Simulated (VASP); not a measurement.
# Ru in VASP: further runs

Runs on Ru. Level: PBE. Tasks: electric field gradients.

Everything below comes from runs of VASP 6.6.1. Logs are shortened: lines on timing, memory, paths and dates and some standing lists are left out, and cuts for length are marked.

## (1) The cell of the first run

Symmetry: P6_3/mmc, No. 194, hexagonal system. The conventional cell has a = 2.706 Å, b = 2.706 Å, c = 4.410 Å, α = 90.00°, β = 90.00°, γ = 120.00°. Within 3.6 Å of Ru (site symmetry -6m2) lie 12 Ru at 2.70 to 2.71 Å.

## (2) Electric field gradients, PBE (zz strain of +3 %)

The input, INCAR:

```
ALGO = Normal
EDIFF = 1E-8
ENCUT = 520
GGA = PE
ISIF = 2
ISMEAR = -1
LASPH = True
LCHARG = False
LEFG = True
LREAL = False
LWAVE = False
NBANDS = 21
NELM = 100
PREC = Accurate
SIGMA = 0.03
```

The input, KPOINTS:

```
k-points
0
Gamma
  14 14 8
```

The input, POSCAR:

```
Ru
1.0
    2.7057993342      0.0000000000      0.0000000000
   -1.3528996671      2.3432909610      0.0000000000
    0.0000000000      0.0000000000      4.4103570000
Ru
2
Direct
    0.3333333333      0.6666666667      0.2500000000
    0.6666666667      0.3333333333      0.7500000000
```

Potentials or basis: VASP PAW PBE potentials, release 64 (Ru_pv).

Run with:

```
cat potpaw_PBE.64/Ru_pv/POTCAR > POTCAR
mpirun -np 1 vasp_std > vasp.out
```

OUTCAR:

```text
EDIFF = 1E-8
   ENCUT = 520
   GGA = PE
   ISIF = 2
   ISMEAR = -1
   LASPH = True
   LREAL = False
   NELM = 100
   PREC = Accurate

 ion  position               nearest neighbor table
   1  0.333  0.667  0.250-   2 2.70   2 2.70   2 2.70   2 2.70   2 2.70   2 2.70
   2  0.667  0.333  0.750-   1 2.70   1 2.70   1 2.70   1 2.70   1 2.70   1 2.70

  LATTYP: Found a hexagonal cell.
 ALAT       =     2.7057993342
 C/A-ratio  =     1.6299645522

  Lattice vectors:

 A1 = (   2.7057993342,   0.0000000000,   0.0000000000)
 A2 = (  -1.3528996671,   2.3432909610,   0.0000000000)
 A3 = (   0.0000000000,   0.0000000000,   4.4103570000)

Analysis of symmetry for initial positions (statically):
=====================================================================
 Subroutine PRICEL returns:
 Original cell was already a primitive cell.

 Routine SETGRP: Setting up the symmetry group for a
 hexagonal supercell.

 Subroutine GETGRP returns: Found 24 space group operations
 (whereof 12 operations were pure point group operations)
 out of a pool of 24 trial point group operations.

The static configuration has the point symmetry D_3d.
 The point group associated with its full space group is D_6h.

Analysis of symmetry for dynamics (positions and initial velocities):
=====================================================================
 Subroutine PRICEL returns:
 Original cell was already a primitive cell.

 Routine SETGRP: Setting up the symmetry group for a
 hexagonal supercell.

 Subroutine GETGRP returns: Found 24 space group operations
 (whereof 12 operations were pure point group operations)
 out of a pool of 24 trial point group operations.

The dynamic configuration has the point symmetry D_3d.
 The point group associated with its full space group is D_6h.

 Subroutine INISYM returns: Found 24 space group operations
 (whereof 12 operations are pure point group operations),
 and found     1 'primitive' translations

----------------------------------------------------------------------------------------

                                     Primitive cell

  volume of cell :      27.9638

  direct lattice vectors                    reciprocal lattice vectors
     2.705799334  0.000000000  0.000000000     0.369576556  0.213375124  0.000000000
    -1.352899667  2.343290961  0.000000000     0.000000000  0.426750249  0.000000000
     0.000000000  0.000000000  4.410357000     0.000000000  0.000000000  0.226739015

  length of vectors
     2.705799334  2.705799334  4.410357000     0.426750249  0.426750249  0.226739015

  position of ions in fractional coordinates (direct lattice)
     0.333333333  0.666666667  0.250000000
     0.666666667  0.333333333  0.750000000

  ion indices of the primitive-cell ions
   primitive index   ion index
                 1           1
                 2           2

----------------------------------------------------------------------------------------

 KPOINTS: k-points

Automatic generation of k-mesh.
 Grid dimensions read from file:
 generate k-points for:   14   14    8

 Generating k-lattice:

  Cartesian coordinates                     Fractional coordinates (reciprocal lattice)
     0.026398325  0.015241080  0.000000000     0.071428571  0.000000000  0.000000000
     0.000000000  0.030482161  0.000000000     0.000000000  0.071428571  0.000000000
     0.000000000  0.000000000  0.028342377     0.000000000  0.000000000  0.125000000

  Length of vectors
     0.030482161  0.030482161  0.028342377

  Shift w.r.t. Gamma in fractional coordinates (k-lattice)
     0.000000000  0.000000000  0.000000000

 Subroutine IBZKPT returns following result:
 ===========================================

 Found    120 irreducible k-points:

 Following reciprocal coordinates:
            Coordinates               Weight
  0.000000  0.000000  0.000000      1.000000
  0.071429  0.000000  0.000000      6.000000
  0.142857 -0.000000  0.000000      6.000000
  0.214286  0.000000  0.000000      6.000000
  0.285714 -0.000000  0.000000      6.000000
  0.357143 -0.000000  0.000000      6.000000
[... 16 lines left out ...]
  0.285714  0.285714  0.000000      6.000000
  0.357143  0.285714  0.000000      6.000000
 [... further k-points ...]
   k-points           NKPTS =    120   k-points in BZ     NKDIM =    120   number of bands    NBANDS=     21
   number of dos      NEDOS =    301   number of ions     NIONS =      2
   total plane-waves  NPLWV =  14400
   dimension x,y,z NGX =    20 NGY =   20 NGZ =   36
   dimension x,y,z NGXF=    40 NGYF=   40 NGZF=   72
   ions per type =               2
   NGX,Y,Z   is equivalent  to a cutoff of  12.29, 12.29, 13.57 a.u.
   NGXF,Y,Z  is equivalent  to a cutoff of  24.58, 24.58, 27.14 a.u.
 SYSTEM =  unknown system
   PREC   = accura    normal or accurate (medium, high low for compatibility)
   ISTART =      0    job   : 0-new  1-cont  2-samecut
   ICHARG =      2    charge: 1-file 2-atom 10-const
   ISPIN  =      1    spin polarized calculation?
   LNONCOLLINEAR =      F non collinear calculations
   LSORBIT =      F    spin-orbit coupling
   LASPH  =      T    aspherical Exc in radial PAW
   ENCUT  =  520.0 eV  38.22 Ry    6.18 a.u.   5.03  5.03  8.20*2*pi/ulx,y,z
   NELM   =    100;   NELMIN=  2; NELMDL= -5     # of ELM steps
   EDIFF  = 0.1E-07   stopping-criterion for ELM
   LREAL  =      F    real-space projection
   EDIFFG = 0.1E-06   stopping-criterion for IOM
   NSW    =      0    number of steps for IOM
   IBRION =     -1    ionic relax: 0-MD 1-quasi-New 2-CG
   NFREE  =      0    steps in history (QN), initial steepest desc. (CG)
   ISIF   =      2    stress and relaxation
   ISYM   =      2    0-nonsym 1-usesym 2-fastsym
   POTIM  = 0.5000    time-step for ionic-motion
   TEBEG  =    0.0;   TEEND  =   0.0 temperature during run
   PSTRESS=    0.0 pullay stress
   NELECT =      28.0000    total number of electrons
   NUPDOWN=      -1.0000    fix difference up-down
   EMIN   =  10.00;   EMAX   =-10.00  energy-range for DOS
   EFERMI =   0.00;   METHOD = LEGACY
   ISMEAR =    -1;   SIGMA  =   0.03  broadening in eV -4-tet -1-fermi 0-gaus
   EFERMI_NEDOS =   21; number of points for ismear=-14 and -15
   IALGO  =     38    algorithm
   IMIX   =      4    mixing-type and parameters
     AMIX     =   0.40;   BMIX     =  1.00
     AMIX_MAG =   1.60;   BMIX_MAG =  1.00
  volume/ion in A,a.u.               =      13.98        94.35
  Fermi-wavevector in a.u.,A,eV,Ry     =   1.637806  3.095004 36.496361  2.682407
  Thomas-Fermi vector in A             =   2.728884
   LORBIT       =      0    0 simple, 1 ext, 2 COOP (PROOUT), +10 PAW based schemes
   GGA     = PE    functional components
   LHFCALC =     F    Hartree Fock is set to
   AEXX    =    0.0000 exact exchange contribution
   IVDW    =     0    specifies the selected vdW correction
   LEPSILON=     F    determine dielectric tensor
   LRPA    =     F    only Hartree local field effects (RPA)
 non-spin polarized calculation
  energy-cutoff  :      520.00
  volume of cell :       27.96
 maximum number of plane-waves:       772
 NGX is ok and might be reduce to    20
   NGX =  9   NGY =  9   NGZ = 17

 number of electron      28.0000006 magnetization

 Free energy of the ion-electron system (eV)
  ---------------------------------------------------
  ext. energy  EPLUGINS =         0.00000000
  ---------------------------------------------------
  free energy    TOTEN  =       -18.43014934 eV

  energy without entropy =      -18.42248843  energy(sigma->0) =      -18.42631888

 E-fermi :  12.2937     XC(G=0): -13.9387

 val. band max:       12.2929454696   @ k =   0.1429   0.1429   0.1250
 cond. band min:      12.3115788357   @ k =   0.2857  -0.0000   0.2500
 fundamental gap:      0.0186333661
 Fermi energy:        12.2937388116

 k-point     1 :       0.0000    0.0000    0.0000
  band No.  band energies     occupation
      1     -31.1917      2.00000
      2     -30.3424      2.00000
      3     -30.3424      2.00000
      4     -30.2214      2.00000
      5     -30.2101      2.00000
      6     -30.2101      2.00000
[... 13 lines left out ...]
     20      22.7700      0.00000
     21      22.7737      0.00000
[... 529 lines left out ...]
 k-point    24 :       0.3571    0.2857    0.0000
  band No.  band energies     occupation
      1     -30.9447      2.00000
      2     -30.7997      2.00000
      3     -30.7829      2.00000
      4     -30.6361      2.00000
      5     -30.6169      2.00000
      6     -30.5578      2.00000
[... 13 lines left out ...]
     20      22.7701      0.00000
     21      22.7703      0.00000

 [... further k-points ...]

------------------------ aborting loop because EDIFF is reached ----------------------------------------

  FORCE on cell =-STRESS in cart. coord.  units (eV):
  Direction    XX          YY          ZZ          XY          YZ          ZX
  --------------------------------------------------------------------------------------
  -------------------------------------------------------------------------------------
  Total        0.0393653      0.0393653     -2.5564424      0.0000000      0.0000000     -0.0000000
  in kB        2.2554253      2.2554253   -146.4707952      0.0000000      0.0000000     -0.0000000
  external PRESSURE =     -47.3199815 kB  Pullay stress =       0.0000000 kB

 VOLUME and BASIS-vectors are now :
 -----------------------------------------------------------------------------
  energy-cutoff  :      520.00
  volume of cell :       27.96
      direct lattice vectors                 reciprocal lattice vectors
     2.705799334  0.000000000  0.000000000     0.369576556  0.213375124  0.000000000
    -1.352899667  2.343290961  0.000000000     0.000000000  0.426750249  0.000000000
     0.000000000  0.000000000  4.410357000     0.000000000  0.000000000  0.226739015

 POSITION                                       TOTAL-FORCE (eV/Angst)
 -----------------------------------------------------------------------------------
     -0.00000      1.56219      1.10259        -0.000000      0.000000      0.000000
      1.35290      0.78110      3.30777         0.000000     -0.000000      0.000000
 -----------------------------------------------------------------------------------
    total drift:                               -0.000000      0.000000     -0.000000

  FREE ENERGIE OF THE ION-ELECTRON SYSTEM (eV)
  ---------------------------------------------------
  free  energy   TOTEN  =       -18.4301493375 eV

  energy  without entropy=      -18.4224884299  energy(sigma->0) =      -18.42631888

 Electric field gradients (V/A^2)
---------------------------------------------------------------------
 ion       V_xx      V_yy      V_zz      V_xy      V_xz      V_yz
---------------------------------------------------------------------
   1       0.550     0.552    -1.102     0.002     0.000    -0.000
   2       0.550     0.552    -1.102     0.002    -0.000     0.000
---------------------------------------------------------------------

 Electric field gradients after diagonalization (V/A^2)
 (convention: |V_zz| > |V_xx| > |V_yy|)
----------------------------------------------------------------------
 ion       V_xx      V_yy      V_zz     asymmetry (V_yy - V_xx)/ V_zz
----------------------------------------------------------------------
   1       0.553     0.549    -1.102       0.004
   2       0.553     0.549    -1.102       0.004
----------------------------------------------------------------------

           NMR quadrupolar parameters

 Cq : quadrupolar parameter    Cq=e*Q*V_zz/h
 eta: asymmetry parameters     (V_yy - V_xx)/ V_zz
 Q  : nuclear electric quadrupole moment in mb (millibarn)
----------------------------------------------------------------------
 ion       Cq(MHz)       eta       Q (mb)
----------------------------------------------------------------------
   1      -0.003       0.004       1.000
   2      -0.003       0.004       1.000
----------------------------------------------------------------------
```

Wall time 1.8 min (1 thread of Intel Xeon 8259CL, shared host); peak memory 0.18 GiB.

What came out:

* Free energy: -18.4301 eV
* Pressure: -4.7 GPa
* Band gap on the k mesh: zero (bands 14 and 15 overlap by 3.07 eV)
* Largest electric field gradient by atom: Ru -1.1 V/Å²

Electric field gradients, principal values (V/Å²):
```csv
atom,least,middle,greatest (by size)
1 Ru,0.549,0.553,-1.102
2 Ru,0.549,0.553,-1.102
```

Caveat: the cell differs from its parent crystal (zz strain of +3 %); the stress differs along the axes, from -15 to 0 GPa; without QUAD_EFG the Cq values of the log hold for a quadrupole moment of 1 mb, not for the nuclei.

[end of part 1 of 2]
